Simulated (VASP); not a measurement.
# Ta2As3 (P-3m1) in VASP: relaxation of cell and atoms with PBE

Aim: the relaxation of cell and atoms of Ta2As3 with PBE.

All numbers are computed with VASP 6.6.1; they aren't measurements. Logs are shortened: lines on timing, memory, paths and dates and some standing lists are left out, and cuts for length are marked.

## Step 1: The cell of the first run

It takes space group P-3m1 (No. 164, trigonal). The conventional cell has a = 4.628 Å, b = 4.628 Å, c = 5.196 Å, α = 90.00°, β = 90.00°, γ = 120.00°. Within 3.4 Å of Ta (site symmetry 3m) lie 8 As at 2.57 to 2.92 Å and 3 Ta at 3.02 Å. Within 3.6 Å of As (site symmetry -3m) lie 6 Ta at 2.76 Å and 6 As at 3.26 Å. Within 3.4 Å of As (site symmetry 3m) lie 5 Ta at 2.57 to 2.92 Å and 6 As at 3.04 to 3.26 Å.

## Step 2: Relaxation of cell and atoms, PBE

The input, INCAR:

```
PREC = Accurate
ENCUT = 600
EDIFF = 1E-6
ISMEAR = 0
SIGMA = 0.1
LREAL = False
LASPH = True
NELM = 60
ALGO = Normal
ISIF = 3
LWAVE = False
LCHARG = False
GGA = PE
IBRION = 2
NSW = 100
EDIFFG = -0.01
```

The input, KPOINTS:

```
regular mesh
0
Gamma
  12 12 8
```

The input, POSCAR:

```
Ta2As3
1.0
    4.6275904906      0.0000000000      0.0000000000
   -2.3137952453      4.0076109232      0.0000000000
    0.0000000000      0.0000000000      5.1961950433
Ta As
2 3
Direct
    0.3333333333      0.6666666667      0.1347827684
    0.6666666667      0.3333333333      0.8652172316
    0.0000000000      0.0000000000      0.0000000000
    0.3333333333      0.6666666667      0.6397216438
    0.6666666667      0.3333333333      0.3602783562
```

Potentials or basis: VASP PAW PBE potentials, release 64 (Ta_pv, As).

Command:

```console
$ cat potpaw_PBE.64/Ta_pv/POTCAR potpaw_PBE.64/As/POTCAR > POTCAR
$ mpirun -np 1 vasp_std > vasp.out
```

OUTCAR:

```text
PREC = Accurate
   ENCUT = 600
   EDIFF = 1E-6
   ISMEAR = 0
   LREAL = False
   LASPH = True
   NELM = 60
   ISIF = 3
   GGA = PE
   IBRION = 2
   NSW = 100
   EDIFFG = -0.01

 ion  position               nearest neighbor table
   1  0.333  0.667  0.135-   4 2.57   4 2.62   3 2.76   3 2.76   3 2.76   5 2.92   5 2.92   5 2.92
                             2 3.02   2 3.02   2 3.02
   2  0.667  0.333  0.865-   5 2.57   5 2.62   3 2.76   3 2.76   3 2.76   4 2.92   4 2.92   4 2.92
                             1 3.02   1 3.02   1 3.02
   3  0.000  0.000  0.000-   1 2.76   2 2.76   2 2.76   1 2.76   2 2.76   1 2.76
   4  0.333  0.667  0.640-   1 2.57   1 2.62   2 2.92   2 2.92   2 2.92
   5  0.667  0.333  0.360-   2 2.57   2 2.62   1 2.92   1 2.92   1 2.92

  LATTYP: Found a hexagonal cell.
 ALAT       =     4.6275904906
 C/A-ratio  =     1.1228727032

  Lattice vectors:

 A1 = (   4.6275904906,   0.0000000000,   0.0000000000)
 A2 = (  -2.3137952453,   4.0076109232,   0.0000000000)
 A3 = (   0.0000000000,   0.0000000000,   5.1961950433)

Analysis of symmetry for initial positions (statically):
=====================================================================
 Subroutine PRICEL returns:
 Original cell was already a primitive cell.

 Routine SETGRP: Setting up the symmetry group for a
 hexagonal supercell.

 Subroutine GETGRP returns: Found 12 space group operations
 (whereof 12 operations were pure point group operations)
 out of a pool of 24 trial point group operations.

The static configuration has the point symmetry D_3d.

Analysis of symmetry for dynamics (positions and initial velocities):
=====================================================================
 Subroutine PRICEL returns:
 Original cell was already a primitive cell.

 Routine SETGRP: Setting up the symmetry group for a
 hexagonal supercell.

 Subroutine GETGRP returns: Found 12 space group operations
 (whereof 12 operations were pure point group operations)
 out of a pool of 24 trial point group operations.

The dynamic configuration has the point symmetry D_3d.

 Subroutine INISYM returns: Found 12 space group operations
 (whereof 12 operations are pure point group operations),
 and found     1 'primitive' translations

----------------------------------------------------------------------------------------

                                     Primitive cell
[... 104 lines left out ...]
   ISYM   =      2    0-nonsym 1-usesym 2-fastsym
   POTIM  = 0.5000    time-step for ionic-motion
   TEBEG  =    0.0;   TEEND  =   0.0 temperature during run
   PSTRESS=    0.0 pullay stress
   NELECT =      37.0000    total number of electrons
   NUPDOWN=      -1.0000    fix difference up-down
   EMIN   =  10.00;   EMAX   =-10.00  energy-range for DOS
   EFERMI =   0.00;   METHOD = LEGACY
   ISMEAR =     0;   SIGMA  =   0.10  broadening in eV -4-tet -1-fermi 0-gaus
   EFERMI_NEDOS =   21; number of points for ismear=-14 and -15
   IALGO  =     38    algorithm
   IMIX   =      4    mixing-type and parameters
     AMIX     =   0.40;   BMIX     =  1.00
     AMIX_MAG =   1.60;   BMIX_MAG =  1.00
  volume/ion in A,a.u.               =      19.27       130.06
  Fermi-wavevector in a.u.,A,eV,Ry     =   1.189872  2.248531 19.263053  1.415794
  Thomas-Fermi vector in A             =   2.325969
   LORBIT       =      0    0 simple, 1 ext, 2 COOP (PROOUT), +10 PAW based schemes
   GGA     = PE    functional components
   LHFCALC =     F    Hartree Fock is set to
   AEXX    =    0.0000 exact exchange contribution
   IVDW    =     0    specifies the selected vdW correction
   LEPSILON=     F    determine dielectric tensor
   LRPA    =     F    only Hartree local field effects (RPA)
 conjugate gradient relaxation of ions
 non-spin polarized calculation
 Gauss-broadening in eV      SIGMA  =   0.10
  energy-cutoff  :      600.00
  volume of cell :       96.37
 maximum number of plane-waves:      3237
 NGX is ok and might be reduce to    40
   NGX = 19   NGY = 19   NGZ = 21

--------------------------------------- Ionic step        1  -------------------------------------------

 number of electron      37.0000000 magnetization

 Free energy of the ion-electron system (eV)
  ---------------------------------------------------
  ext. energy  EPLUGINS =         0.00000000
  ---------------------------------------------------
  free energy    TOTEN  =       -37.96872553 eV

  energy without entropy =      -37.95340360  energy(sigma->0) =      -37.96106457

------------------------ aborting loop because EDIFF is reached ----------------------------------------

  FORCE on cell =-STRESS in cart. coord.  units (eV):
  Direction    XX          YY          ZZ          XY          YZ          ZX
  --------------------------------------------------------------------------------------
  -------------------------------------------------------------------------------------
  Total        0.3992545      0.3992545      0.0950695      0.0000000      0.0000000      0.0000000
  in kB        6.6379579      6.6379579      1.5806147      0.0000000      0.0000000      0.0000000
  external PRESSURE =       4.9521768 kB  Pullay stress =       0.0000000 kB
[... 260 lines left out ...]
--------------------------------------- Ionic step        8  -------------------------------------------

 number of electron      36.9999999 magnetization

 Free energy of the ion-electron system (eV)
  ---------------------------------------------------
  ext. energy  EPLUGINS =         0.00000000
  ---------------------------------------------------
  free energy    TOTEN  =       -37.97197131 eV

  energy without entropy =      -37.95558766  energy(sigma->0) =      -37.96377949

 E-fermi :   5.9322     XC(G=0): -11.0915

 val. band max:        5.9309181712   @ k =  -0.2500  -0.4167   0.3750
 cond. band min:       5.9342814788   @ k =   0.1667  -0.0000   0.0000
 fundamental gap:      0.0033633076
 Fermi energy:         5.9321585006

 k-point     1 :       0.0000    0.0000    0.0000
  band No.  band energies     occupation
      1     -28.9743      2.00000
      2     -28.9230      2.00000
      3     -28.9230      2.00000
      4     -28.8858      2.00000
      5     -28.6743      2.00000
      6     -28.6743      2.00000
[... 589 lines left out ...]
     21       7.0351      0.00000
     22       7.8672      0.00000

 [... further k-points ...]

------------------------ aborting loop because EDIFF is reached ----------------------------------------

  FORCE on cell =-STRESS in cart. coord.  units (eV):
  Direction    XX          YY          ZZ          XY          YZ          ZX
  --------------------------------------------------------------------------------------
  -------------------------------------------------------------------------------------
  Total       -0.0287840     -0.0287840     -0.0307007      0.0000000      0.0000000      0.0000000
  in kB       -0.4754777     -0.4754777     -0.5071396      0.0000000      0.0000000      0.0000000
  external PRESSURE =      -0.4860316 kB  Pullay stress =       0.0000000 kB
[... 20 lines left out ...]
  FREE ENERGIE OF THE ION-ELECTRON SYSTEM (eV)
  ---------------------------------------------------
  free  energy   TOTEN  =       -37.9719713133 eV

  energy  without entropy=      -37.9555876643  energy(sigma->0) =      -37.96377949

 reached required accuracy - stopping structural energy minimisation
```

Run time: 10 min. Hardware: 1 thread of Intel Xeon 6975P-C (Granite Rapids), shared host; peak memory 0.5 GiB.

What came out:

| Quantity | Value |
| --- | --- |
| Free energy | -37.9720 eV |
| Relaxed volume | 19.40 Å³/atom |
| Relaxed cell | a = 4.645 Å, b = 4.645 Å, c = 5.190 Å, α = 90.00°, β = 90.00°, γ = 120.00° |
| Space group after relaxing (to 0.1 Å) | P-3m1 (No. 164) |
| Energy gained by relaxing | 0.6 meV/atom |
| Ionic steps | 8 |
| Pressure after relaxing | 0.0 GPa |
| Largest force after relaxing | 0.007 eV/Å |
| Band gap on the k mesh | zero (an odd number of electrons rules out a gap without spin polarisation) |

Forces in eV/Å, atoms in the order of the input:
```
Ta   0.000  0.000  0.006
Ta   0.000  0.000 -0.006
As   0.000  0.000  0.000
As   0.000  0.000 -0.007
As   0.000  0.000  0.007
```

Step by step:
```
step  energy change (eV)  largest force (eV/Å)  pressure (GPa)  volume (Å³)
   1              0.0000                0.0977            0.50        96.37
   2             -0.0012                0.0765           -0.52        97.20
   3             -0.0014                0.0829           -0.22        96.95
   4             -0.0021                0.0646            0.03        96.88
   5             -0.0021                0.0641            0.03        96.88
   6             -0.0026                0.0515            0.03        96.90
   7             -0.0032                0.0131           -0.05        96.98
   8             -0.0032                0.0072           -0.05        96.99
```

Final structure:
```yaml
crystal:
  lattice:
    - [4.64525, 0.00000, 0.00000]
    - [-2.32263, 4.02291, 0.00000]
    - [0.00000, 0.00000, 5.19017]
  atoms:
    - { symbol: Ta, position: [0.33333, 0.66667, 0.13079] }
    - { symbol: Ta, position: [0.66667, 0.33333, 0.86921] }
    - { symbol: As, position: [0.00000, 0.00000, 0.00000] }
    - { symbol: As, position: [0.33333, 0.66667, 0.63700] }
    - { symbol: As, position: [0.66667, 0.33333, 0.36300] }
```

Caveat: spin-orbit coupling is left out, which moves the levels of the heavy elements.
